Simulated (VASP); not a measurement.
# W (Fm-3m) in VASP: further runs

The runs below take W through single point, relaxation of cell and atoms, with PBE.

All numbers are computed with VASP 6.6.1; they aren't measurements. Logs are shortened: lines on timing, memory, paths and dates and some standing lists are left out, and cuts for length are marked.

### 1 The cell of the first run

Symmetry: Fm-3m, No. 225, cubic system. The conventional cell has a = 4.039 Å, b = 4.039 Å, c = 4.039 Å, α = 90.00°, β = 90.00°, γ = 90.00°. Within 3.8 Å of W (site symmetry m-3m) lie 12 W at 2.86 Å.

This isn't the form of W at room conditions, which is bcc.

### 2 Single point, PBE

Contents of INCAR:

```
ALGO = Normal ; EDIFF = 1E-6
ENCUT = 500 ; GGA = PE
GGA_COMPAT = False ; ISIF = 2
ISMEAR = 1 ; LASPH = True
LCHARG = False ; LREAL = False
LWAVE = False ; NBANDS = 13
NELM = 120 ; PREC = Accurate
SIGMA = 0.1
```

Contents of KPOINTS:

```
k-points
0
Gamma
  10 10 10
```

Contents of POSCAR:

```
W
1.0
    0.0000000000      2.0194753606      2.0194753606
    2.0194753606      0.0000000000      2.0194753606
    2.0194753606      2.0194753606      0.0000000000
W
1
Direct
    0.0000000000      0.0000000000      0.0000000000
```

Potentials or basis: VASP PAW PBE potentials, release 64 (W_sv).

Started as:

```bash
$ cat potpaw_PBE.64/W_sv/POTCAR > POTCAR
$ mpirun -np 1 vasp_std > vasp.out
```

OUTCAR:

```text
EDIFF = 1E-6
   ENCUT = 500
   GGA = PE
   ISIF = 2
   ISMEAR = 1
   LASPH = True
   LREAL = False
   NELM = 120
   PREC = Accurate

 ion  position               nearest neighbor table
   1  0.000  0.000  0.000-

  LATTYP: Found a face centered cubic cell.
 ALAT       =     4.0389507212

  Lattice vectors:

 A1 = (   0.0000000000,   2.0194753606,   2.0194753606)
 A2 = (   2.0194753606,   0.0000000000,   2.0194753606)
 A3 = (   2.0194753606,   2.0194753606,   0.0000000000)

Analysis of symmetry for initial positions (statically):
=====================================================================
 Subroutine PRICEL returns:
 Original cell was already a primitive cell.

 Routine SETGRP: Setting up the symmetry group for a
 face centered cubic supercell.

 Subroutine GETGRP returns: Found 48 space group operations
 (whereof 48 operations were pure point group operations)
 out of a pool of 48 trial point group operations.

The static configuration has the point symmetry O_h .

Analysis of symmetry for dynamics (positions and initial velocities):
=====================================================================
 Subroutine PRICEL returns:
 Original cell was already a primitive cell.

 Routine SETGRP: Setting up the symmetry group for a
 face centered cubic supercell.

 Subroutine GETGRP returns: Found 48 space group operations
 (whereof 48 operations were pure point group operations)
 out of a pool of 48 trial point group operations.

The dynamic configuration has the point symmetry O_h .

 Subroutine INISYM returns: Found 48 space group operations
 (whereof 48 operations are pure point group operations),
 and found     1 'primitive' translations

----------------------------------------------------------------------------------------

                                     Primitive cell

  volume of cell :      16.4720

  direct lattice vectors                    reciprocal lattice vectors
     0.000000000  2.019475361  2.019475361    -0.247589057  0.247589057  0.247589057
     2.019475361  0.000000000  2.019475361     0.247589057 -0.247589057  0.247589057
     2.019475361  2.019475361  0.000000000     0.247589057  0.247589057 -0.247589057

  length of vectors
     2.855969444  2.855969444  2.855969444     0.428836826  0.428836826  0.428836826

  position of ions in fractional coordinates (direct lattice)
     0.000000000  0.000000000  0.000000000

  ion indices of the primitive-cell ions
   primitive index   ion index
                 1           1

----------------------------------------------------------------------------------------

 KPOINTS: k-points

Automatic generation of k-mesh.
 Grid dimensions read from file:
 generate k-points for:   10   10   10

 Generating k-lattice:

  Cartesian coordinates                     Fractional coordinates (reciprocal lattice)
    -0.024758906  0.024758906  0.024758906     0.100000000  0.000000000  0.000000000
     0.024758906 -0.024758906  0.024758906     0.000000000  0.100000000  0.000000000
     0.024758906  0.024758906 -0.024758906     0.000000000  0.000000000  0.100000000

  Length of vectors
     0.042883683  0.042883683  0.042883683

  Shift w.r.t. Gamma in fractional coordinates (k-lattice)
     0.000000000  0.000000000  0.000000000

 Subroutine IBZKPT returns following result:
 ===========================================

 Found     47 irreducible k-points:

 Following reciprocal coordinates:
            Coordinates               Weight
  0.000000  0.000000  0.000000      1.000000
  0.100000  0.000000  0.000000      8.000000
  0.200000  0.000000  0.000000      8.000000
  0.300000  0.000000  0.000000      8.000000
  0.400000  0.000000  0.000000      8.000000
  0.500000  0.000000  0.000000      4.000000
[... 16 lines left out ...]
  0.300000  0.300000  0.000000      6.000000
  0.400000  0.300000  0.000000     24.000000
 [... further k-points ...]
   k-points           NKPTS =     47   k-points in BZ     NKDIM =     47   number of bands    NBANDS=     13
   number of dos      NEDOS =    301   number of ions     NIONS =      1
   total plane-waves  NPLWV =  13824
   dimension x,y,z NGX =    24 NGY =   24 NGZ =   24
   dimension x,y,z NGXF=    48 NGYF=   48 NGZF=   48
   ions per type =               1
   NGX,Y,Z   is equivalent  to a cutoff of  13.97, 13.97, 13.97 a.u.
   NGXF,Y,Z  is equivalent  to a cutoff of  27.94, 27.94, 27.94 a.u.
 SYSTEM =  unknown system
   PREC   = accura    normal or accurate (medium, high low for compatibility)
   ISTART =      0    job   : 0-new  1-cont  2-samecut
   ICHARG =      2    charge: 1-file 2-atom 10-const
   ISPIN  =      1    spin polarized calculation?
   LNONCOLLINEAR =      F non collinear calculations
   LSORBIT =      F    spin-orbit coupling
   LASPH  =      T    aspherical Exc in radial PAW
   ENCUT  =  500.0 eV  36.75 Ry    6.06 a.u.   5.21  5.21  5.21*2*pi/ulx,y,z
   NELM   =    120;   NELMIN=  2; NELMDL= -5     # of ELM steps
   EDIFF  = 0.1E-05   stopping-criterion for ELM
   LREAL  =      F    real-space projection
   EDIFFG = 0.1E-04   stopping-criterion for IOM
   NSW    =      0    number of steps for IOM
   IBRION =     -1    ionic relax: 0-MD 1-quasi-New 2-CG
   NFREE  =      0    steps in history (QN), initial steepest desc. (CG)
   ISIF   =      2    stress and relaxation
   ISYM   =      2    0-nonsym 1-usesym 2-fastsym
   POTIM  = 0.5000    time-step for ionic-motion
   TEBEG  =    0.0;   TEEND  =   0.0 temperature during run
   PSTRESS=    0.0 pullay stress
   NELECT =      14.0000    total number of electrons
   NUPDOWN=      -1.0000    fix difference up-down
   EMIN   =  10.00;   EMAX   =-10.00  energy-range for DOS
   EFERMI =   0.00;   METHOD = LEGACY
   ISMEAR =     1;   SIGMA  =   0.10  broadening in eV -4-tet -1-fermi 0-gaus
   EFERMI_NEDOS =   21; number of points for ismear=-14 and -15
   IALGO  =     38    algorithm
   IMIX   =      4    mixing-type and parameters
     AMIX     =   0.40;   BMIX     =  1.00
     AMIX_MAG =   1.60;   BMIX_MAG =  1.00
  volume/ion in A,a.u.               =      16.47       111.16
  Fermi-wavevector in a.u.,A,eV,Ry     =   1.550728  2.930451 32.718708  2.404757
  Thomas-Fermi vector in A             =   2.655350
   LORBIT       =      0    0 simple, 1 ext, 2 COOP (PROOUT), +10 PAW based schemes
   GGA     = PE    functional components
   LHFCALC =     F    Hartree Fock is set to
   AEXX    =    0.0000 exact exchange contribution
   IVDW    =     0    specifies the selected vdW correction
   LEPSILON=     F    determine dielectric tensor
   LRPA    =     F    only Hartree local field effects (RPA)
 non-spin polarized calculation
 Methfessel and Paxton  Order N= 1 SIGMA  =   0.10
  energy-cutoff  :      500.00
  volume of cell :       16.47
 maximum number of plane-waves:       444
 NGX is ok and might be reduce to    24
   NGX = 11   NGY = 11   NGZ = 11

 number of electron      14.0000002 magnetization

 Free energy of the ion-electron system (eV)
  ---------------------------------------------------
  ext. energy  EPLUGINS =         0.00000000
  ---------------------------------------------------
  free energy    TOTEN  =       -12.46450084 eV

  energy without entropy =      -12.46538341  energy(sigma->0) =      -12.46479503

 E-fermi :  10.3847     XC(G=0): -13.4162

 val. band max:       10.3762132432   @ k =  -0.1000   0.1000   0.0000
 cond. band min:      10.4815541513   @ k =   0.5000   0.1000   0.0000
 fundamental gap:      0.1053409081
 Fermi energy:        10.3846678713

 k-point     1 :       0.0000    0.0000    0.0000
  band No.  band energies     occupation
      1     -63.2505      2.00000
      2     -26.8851      2.00000
      3     -26.8851      2.00000
      4     -26.8851      2.00000
      5       1.4658      2.00000
      6       9.8829      2.00000
      7       9.8829      2.00000
      8       9.8829      2.00000
      9      12.9902      0.00000
     10      12.9902      0.00000
     11      23.2210      0.00000
     12      28.4208      0.00000
     13      28.4208      0.00000

 k-point     2 :       0.1000    0.0000    0.0000
  band No.  band energies     occupation
      1     -63.2406      2.00000
      2     -27.0001      2.00000
      3     -26.8998      2.00000
      4     -26.8998      2.00000
      5       1.8959      2.00000
      6       9.5665      2.00000
      7      10.0747      2.00011
      8      10.0747      2.00011
      9      12.8255      0.00000
     10      12.8255      0.00000
     11      24.0579      0.00000
     12      26.8776      0.00000
     13      29.2285      0.00000

 k-point     3 :       0.2000    0.0000    0.0000
  band No.  band energies     occupation
      1     -63.2146      2.00000
      2     -27.2935      2.00000
      3     -26.9382      2.00000
      4     -26.9382      2.00000
      5       3.0215      2.00000
      6       9.0032      2.00000
      7      10.3546      1.48376
      8      10.3546      1.48375
      9      12.7781      0.00000
     10      12.7781      0.00000
     11      24.3273      0.00000
     12      26.4875      0.00000
     13      31.4231      0.00000
[... 305 lines left out ...]
 k-point    23 :       0.3000    0.3000    0.0000
  band No.  band energies     occupation
      1     -63.1599      2.00000
      2     -27.6051      2.00000
      3     -27.1556      2.00000
      4     -27.1556      2.00000
      5       5.0359      2.00000
      6       6.9961      2.00000
      7      10.2686      2.06955
      8      12.8949      0.00000
      9      12.8949      0.00000
     10      14.4609      0.00000
     11      27.2548      0.00000
     12      27.2548      0.00000
     13      28.2256      0.00000

 k-point    24 :       0.4000    0.3000    0.0000
  band No.  band energies     occupation
      1     -63.1392      2.00000
      2     -27.7510      2.00000
      3     -27.2379      2.00000
      4     -27.2010      2.00000
      5       5.4792      2.00000
      6       6.7311      2.00000
      7      10.3013      1.99636
      8      13.1558      0.00000
      9      14.5978      0.00000
     10      15.2847      0.00000
     11      24.0672      0.00000
     12      25.9216      0.00000
     13      27.5467      0.00000

 [... further k-points ...]
[... 5 lines left out ...]
  --------------------------------------------------------------------------------------
  -------------------------------------------------------------------------------------
  Total        0.0320298      0.0320298      0.0320298      0.0000000     -0.0000000      0.0000000
  in kB        3.1154378      3.1154378      3.1154378      0.0000000     -0.0000000      0.0000000
  external PRESSURE =       3.1154378 kB  Pullay stress =       0.0000000 kB

 VOLUME and BASIS-vectors are now :
 -----------------------------------------------------------------------------
  energy-cutoff  :      500.00
  volume of cell :       16.47
      direct lattice vectors                 reciprocal lattice vectors
     0.000000000  2.019475361  2.019475361    -0.247589057  0.247589057  0.247589057
     2.019475361  0.000000000  2.019475361     0.247589057 -0.247589057  0.247589057
     2.019475361  2.019475361  0.000000000     0.247589057  0.247589057 -0.247589057

 POSITION                                       TOTAL-FORCE (eV/Angst)
 -----------------------------------------------------------------------------------
      0.00000      0.00000      0.00000         0.000000      0.000000      0.000000
 -----------------------------------------------------------------------------------
    total drift:                                0.000000      0.000000      0.000000

  FREE ENERGIE OF THE ION-ELECTRON SYSTEM (eV)
  ---------------------------------------------------
  free  energy   TOTEN  =       -12.4645008384 eV

  energy  without entropy=      -12.4653834102  energy(sigma->0) =      -12.46479503
```

It took 6.9 s on 1 thread of Intel Xeon Platinum 8259CL at 2.50GHz (Skylake/Cascade Lake), shared host; peak memory 0.14 GiB.

Results:

```yaml
Free_energy: -12.4645 eV
Pressure: 0.3 GPa
Band_gap_on_the_k_mesh: zero (bands 7 and 8 overlap by 3.58 eV)
```

Caveat: spin-orbit coupling is left out, which moves the levels of the heavy elements.

### 3 Relaxation of cell and atoms, PBE

This run uses another cell than the first one, of 15.88 Å³/atom.

Contents of INCAR:

```
SYSTEM = W
PREC     = Accurate       ! precision mode
ENCUT    = 500            ! plane-wave cutoff, eV
EDIFF    = 1E-7           ! SCF threshold, eV
ISMEAR   = 1              ! smearing method
SIGMA    = 0.1            ! smearing width, eV
LREAL    = .FALSE.        ! projectors in reciprocal space
LASPH    = .TRUE.         ! aspherical terms in the spheres
NELM     = 120            ! most SCF steps
ALGO     = Normal         ! electronic algorithm
ISIF     = 3              ! what is computed and relaxed
LWAVE    = .FALSE.        ! write WAVECAR
LCHARG   = .FALSE.        ! write CHGCAR
GGA      = PE             ! functional
IBRION   = 2              ! ionic algorithm
NSW      = 80             ! ionic steps
EDIFFG   = -0.03          ! ionic threshold
GGA_COMPAT= .FALSE.      
NELMIN   = 4
```

Contents of KPOINTS:

```
regular mesh
0
G
  10 10 10
  0 0 0
```

Contents of POSCAR:

```
W
1.0
    0.0000000000      1.9950000000      1.9950000000
    1.9950000000      0.0000000000      1.9950000000
    1.9950000000      1.9950000000      0.0000000000
W
1
Direct
    0.0000000000      0.0000000000      0.0000000000
```

Potentials or basis: VASP PAW PBE potentials, release 64 (W_sv).

Started as:

```bash
$ cat potpaw_PBE.64/W_sv/POTCAR > POTCAR
$ mpirun -np 1 vasp_std > vasp.out
```

It took 22 s on 1 thread of Intel Xeon Platinum 8259CL at 2.50GHz (Skylake/Cascade Lake), shared host; peak memory 0.15 GiB.

The run converged. Its results:

```
Free energy                           : -12.4641 eV
Relaxed volume                        : 16.49 Å³/atom
Relaxed cell                          : a = 2.857 Å, b = 2.857 Å, c = 2.857 Å, α = 60.00°, β = 60.00°, γ = 60.00°
Space group after relaxing (to 0.1 Å) : Fm-3m (No. 225)
Energy gained by relaxing             : 21.8 meV/atom
Ionic steps                           : 4
Pressure after relaxing               : 0.0 GPa
Band gap on the k mesh                : zero (bands 7 and 8 overlap by 3.57 eV)
```

The path:
```csv
step,energy change (eV),largest force (eV/Å),pressure (GPa),volume (Å³)
1,0.0000,0.0000,11.82,15.88
2,0.1940,0.0000,-27.61,18.73
3,-0.0218,0.0000,-0.66,16.53
4,-0.0218,0.0000,-0.03,16.49
```

Final structure:
```
W
1.0
     0.00000    2.02031    2.02031
     2.02031    0.00000    2.02031
     2.02031    2.02031    0.00000
W
1
Cartesian
  0.0000 0.0000 0.0000
```

Levels at points of the mesh, in eV from the Fermi level:
| k point | band 5 | band 6 | band 7 | band 8 | band 9 | band 10 |
| --- | --- | --- | --- | --- | --- | --- |
| (0.00, 0.00, 0.00) | -8.91 | -0.50 | -0.50 | -0.50 | 2.60 | 2.60 |
| (0.50, 0.00, 0.00) | -5.52 | -0.72 | -0.72 | 0.67 | 5.06 | 5.06 |
| (0.50, 0.50, 0.00) | -5.40 | -4.43 | 3.07 | 5.02 | 5.78 | 5.78 |

Caveat: spin-orbit coupling is left out, which moves the levels of the heavy elements.
